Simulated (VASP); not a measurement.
# Al (Cm) in VASP: a series of runs

Al is run at these levels: PBE+D3(BJ); tasks: single point.

Program: VASP 6.6.1. These are calculated values, not measurements. Logs are shortened: lines on timing, memory, paths and dates and some standing lists are left out, and cuts for length are marked.

### Step 1. The cell of the first run

Symmetry: Cm, No. 8, monoclinic system. Conventional cell: a = 4.875 Å, b = 2.814 Å, c = 9.241 Å, α = 90.00°, β = 90.00°, γ = 90.00°. Within 2.7 Å of Al (site symmetry m) lie 3 Al at 2.01 to 2.47 Å. Al (site symmetry m) has 3 Al at 2.01 to 2.47 Å within 2.7 Å. Within 3.7 Å of Al (site symmetry m) lie 12 Al at 2.81 to 3.54 Å. Within 3.7 Å of Al (site symmetry m) lie 12 Al at 2.81 to 2.82 Å.

### Step 2. Single point, PBE+D3(BJ) (atom 2 (Al) moved by -0.420 Å along [1 2 0] and -0.700 Å along [0 0 1])

The input, INCAR:

```
PREC = Accurate ; ENCUT = 520
EDIFF = 1E-6 ; ISMEAR = 0
SIGMA = 0.15 ; LREAL = F
LASPH = T ; NELM = 100
ALGO = Fast ; ISIF = 2
LWAVE = F ; LCHARG = F
GGA = PE ; IVDW = 12
NBANDS = 14
```

The input, KPOINTS:

```
regular mesh
0
Gamma
  18 18 4
```

The input, POSCAR:

```
Al
1.0
    2.8144222650      0.0000000000      0.0000000000
   -1.4072111325      2.4373611785      0.0000000000
    0.0000000000      0.0000000000      9.2410470710
Al
4
Direct
    0.0000000000      0.0000000000      0.0000000000
    0.2471745802      0.4943491605      0.1742510081
    0.0000000000      0.0000000000      0.5000000000
    0.6666666667      0.3333333333      0.7500000000
```

Potentials or basis: VASP PAW PBE potentials, release 64 (Al).

Command:

```sh
$ cat potpaw_PBE.64/Al/POTCAR > POTCAR
$ mpirun -np 1 vasp_std > vasp.out
```

OUTCAR:

```text
PREC = Accurate
   ENCUT = 520
   EDIFF = 1E-6
   ISMEAR = 0
   LREAL = F
   LASPH = T
   NELM = 100
   ISIF = 2
   GGA = PE
   IVDW = 12
 IVDW          = 12

 ion  position               nearest neighbor table
   1  0.000  0.000  0.000-   2 2.01   2 2.47   2 2.47   4 2.82   4 2.82   4 2.82
   2  0.247  0.494  0.174-   1 2.01   1 2.47   1 2.47   3 3.24
   3  0.000  0.000  0.500-   4 2.82   4 2.82   4 2.82   2 3.24
   4  0.667  0.333  0.750-   1 2.82   3 2.82   1 2.82   3 2.82   1 2.82   3 2.82

  LATTYP: Found a hexagonal cell.
 ALAT       =     2.8144222650
 C/A-ratio  =     3.2834614713

  Lattice vectors:

 A1 = (   2.8144222650,   0.0000000000,   0.0000000000)
 A2 = (  -1.4072111325,   2.4373611785,   0.0000000000)
 A3 = (   0.0000000000,   0.0000000000,   9.2410470710)

Analysis of symmetry for initial positions (statically):
=====================================================================
 Subroutine PRICEL returns:
 Original cell was already a primitive cell.

 Routine SETGRP: Setting up the symmetry group for a
 hexagonal supercell.

 Subroutine GETGRP returns: Found  2 space group operations
 (whereof  2 operations were pure point group operations)
 out of a pool of 24 trial point group operations.

The static configuration has the point symmetry C_1h.

Analysis of symmetry for dynamics (positions and initial velocities):
=====================================================================
 Subroutine PRICEL returns:
 Original cell was already a primitive cell.

 Routine SETGRP: Setting up the symmetry group for a
 hexagonal supercell.

 Subroutine GETGRP returns: Found  2 space group operations
 (whereof  2 operations were pure point group operations)
 out of a pool of 24 trial point group operations.

The dynamic configuration has the point symmetry C_1h.

 Subroutine INISYM returns: Found  2 space group operations
 (whereof  2 operations are pure point group operations),
 and found     1 'primitive' translations

----------------------------------------------------------------------------------------

                                     Primitive cell

  volume of cell :      63.3914

  direct lattice vectors                    reciprocal lattice vectors
     2.814422265  0.000000000  0.000000000     0.355312709  0.205139888  0.000000000
    -1.407211133  2.437361178  0.000000000     0.000000000  0.410279777  0.000000000
     0.000000000  0.000000000  9.241047071     0.000000000  0.000000000  0.108212846

  length of vectors
[... 101 lines left out ...]
   ISMEAR =     0;   SIGMA  =   0.15  broadening in eV -4-tet -1-fermi 0-gaus
   EFERMI_NEDOS =   21; number of points for ismear=-14 and -15
   IALGO  =     68    algorithm
   IMIX   =      4    mixing-type and parameters
     AMIX     =   0.40;   BMIX     =  1.00
     AMIX_MAG =   1.60;   BMIX_MAG =  1.00
  volume/ion in A,a.u.               =      15.85       106.95
  Fermi-wavevector in a.u.,A,eV,Ry     =   0.939994  1.776331 12.021957  0.883589
  Thomas-Fermi vector in A             =   2.067362
   LORBIT       =      0    0 simple, 1 ext, 2 COOP (PROOUT), +10 PAW based schemes
   GGA     = PE    functional components
   LHFCALC =     F    Hartree Fock is set to
   AEXX    =    0.0000 exact exchange contribution
   IVDW    =    12    specifies the selected vdW correction
   LEPSILON=     F    determine dielectric tensor
   LRPA    =     F    only Hartree local field effects (RPA)
 non-spin polarized calculation
 RMM-DIIS sequential band-by-band and
 Gauss-broadening in eV      SIGMA  =   0.15
  energy-cutoff  :      520.00
  volume of cell :       63.39
 maximum number of plane-waves:      1724
 NGX is ok and might be reduce to    24
   NGX = 11   NGY = 11   NGZ = 35

 number of electron      12.0000000 magnetization

 Free energy of the ion-electron system (eV)
  ---------------------------------------------------
  ext. energy  EPLUGINS =         0.00000000
  ---------------------------------------------------
  free energy    TOTEN  =       -12.43381955 eV

  energy without entropy =      -12.41593759  energy(sigma->0) =      -12.42487857

 E-fermi :   8.2970     XC(G=0): -10.2610

 val. band max:        8.2906584821   @ k =  -0.1667  -0.4444   0.0000
 cond. band min:       8.3129430788   @ k =  -0.2222  -0.4444   0.2500
 fundamental gap:      0.0222845967
 Fermi energy:         8.2969747924

 k-point     1 :       0.0000    0.0000    0.0000
  band No.  band energies     occupation
      1      -3.7507      2.00000
      2      -1.9528      2.00000
      3      -0.4359      2.00000
      4       3.8050      2.00000
      5       4.0697      2.00000
      6      11.5282      0.00000
      7      12.1324      0.00000
      8      17.7636      0.00000
      9      18.0240      0.00000
     10      18.2001      0.00000
     11      18.7913      0.00000
     12      19.8597      0.00000
     13      20.0071      0.00000
     14      20.4659      0.00000
[... 377 lines left out ...]
      1      -3.2191      2.00000
      2      -1.4219      2.00000
      3       0.0930      2.00000
      4       4.3190      2.00000
      5       4.5687      2.00000
      6      11.8726      0.00000
      7      12.3517      0.00000
      8      13.7308      0.00000
      9      14.7309      0.00000
     10      15.5104      0.00000
     11      16.4597      0.00000
     12      17.1763      0.00000
     13      18.1021      0.00000
     14      18.7447      0.00000

 [... further k-points ...]

------------------------ aborting loop because EDIFF is reached ----------------------------------------

 Edisp (eV)   -1.40866

 E8    (eV) :    -0.6312

  FORCE on cell =-STRESS in cart. coord.  units (eV):
  Direction    XX          YY          ZZ          XY          YZ          ZX
  --------------------------------------------------------------------------------------
  -------------------------------------------------------------------------------------
  Total       1.44156     5.70840    10.65618     0.00000     5.54281     0.00000
  in kB      36.43461   144.27617   269.32817     0.00000   140.09095     0.00000
  external pressure =      150.01 kB  Pullay stress =        0.00 kB

 VOLUME and BASIS-vectors are now :
 -----------------------------------------------------------------------------
  energy-cutoff  :      520.00
  volume of cell :       63.39
      direct lattice vectors                 reciprocal lattice vectors
     2.814422265  0.000000000  0.000000000     0.355312709  0.205139888  0.000000000
    -1.407211133  2.437361178  0.000000000     0.000000000  0.410279777  0.000000000
     0.000000000  0.000000000  9.241047071     0.000000000  0.000000000  0.108212846

 POSITION                                       TOTAL-FORCE (eV/Angst)
 -----------------------------------------------------------------------------------
      0.00000      0.00000      0.00000         0.000000     -3.451163     -7.535548
     -0.00000      1.20491      1.61026         0.000000      3.479557      8.197219
      0.00000      0.00000      4.62052         0.000000     -0.007662     -0.671168
      1.40721      0.81245      6.93079        -0.000000     -0.020732      0.009497
 -----------------------------------------------------------------------------------
    total drift:                               -0.000000     -0.000003      0.000063

  FREE ENERGIE OF THE ION-ELECTRON SYSTEM (eV)
  ---------------------------------------------------
  free  energy   TOTEN  =       -13.8424821241 eV

  energy  without entropy=      -13.8246001662  energy(sigma->0) =      -13.83354115
```

OSZICAR:

```text
N       E                     dE             d eps       ncg     rms          rms(c)
DAV:   1     0.984748146881E+01    0.98475E+01   -0.41927E+03  9892   0.660E+02
DAV:   2    -0.124922813858E+02   -0.22340E+02   -0.20708E+02 12748   0.942E+01
DAV:   3    -0.132858041584E+02   -0.79352E+00   -0.78510E+00 13168   0.147E+01
DAV:   4    -0.132938024226E+02   -0.79983E-02   -0.79963E-02 11752   0.181E+00
DAV:   5    -0.132939418812E+02   -0.13946E-03   -0.13946E-03 13338   0.242E-01    0.413E+00
RMM:   6    -0.125590908255E+02    0.73485E+00   -0.44092E-01 10484   0.186E+00    0.201E+00
RMM:   7    -0.124604242080E+02    0.98667E-01   -0.44999E-02 10455   0.886E-01    0.125E+00
RMM:   8    -0.124373086966E+02    0.23116E-01   -0.22009E-02 11472   0.604E-01    0.367E-01
RMM:   9    -0.124341827290E+02    0.31260E-02   -0.31285E-03 11642   0.314E-01    0.117E-01
RMM:  10    -0.124338710349E+02    0.31169E-03   -0.49553E-04 11862   0.145E-01    0.101E-01
RMM:  11    -0.124338356675E+02    0.35367E-04   -0.11849E-04 11488   0.628E-02    0.382E-02
RMM:  12    -0.124338185738E+02    0.17094E-04   -0.47169E-05 11699   0.383E-02    0.246E-02
RMM:  13    -0.124338195481E+02   -0.97429E-06   -0.10453E-05 12058   0.207E-02    0.176E-02
RMM:  14    -0.124338195492E+02   -0.11100E-08   -0.18814E-06  9052   0.969E-03
   1 F= -.13842482E+02 E0= -.13833541E+02  d E =-.178820E-01
```

Run time: 3 min. Hardware: 1 thread of Intel Xeon Platinum 8488C (Sapphire Rapids), shared host; peak memory 0.36 GiB.

What came out:

| Item | Value |
| --- | --- |
| Free energy | -13.8425 eV |
| Pressure | 15.0 GPa |
| Largest force | 8.905 eV/Å |
| Band gap on the k mesh | zero (bands 6 and 7 overlap by 4.92 eV) |
| Dispersion energy per atom | -0.352 eV |

Forces on the atoms (eV/Å):
```
Al   0.000 -3.451 -7.536
Al   0.000  3.480  8.197
Al   0.000 -0.008 -0.671
Al   0.000 -0.021  0.009
```

Caveat: the cell differs from its parent crystal (atom 2 (Al) moved by -0.420 Å along [1 2 0] and -0.700 Å along [0 0 1]); the cell stands under pressure; forces of over 1 eV/Å act on the atoms, so gaps and moduli don't describe the material at rest.

[end of part 1 of 2]
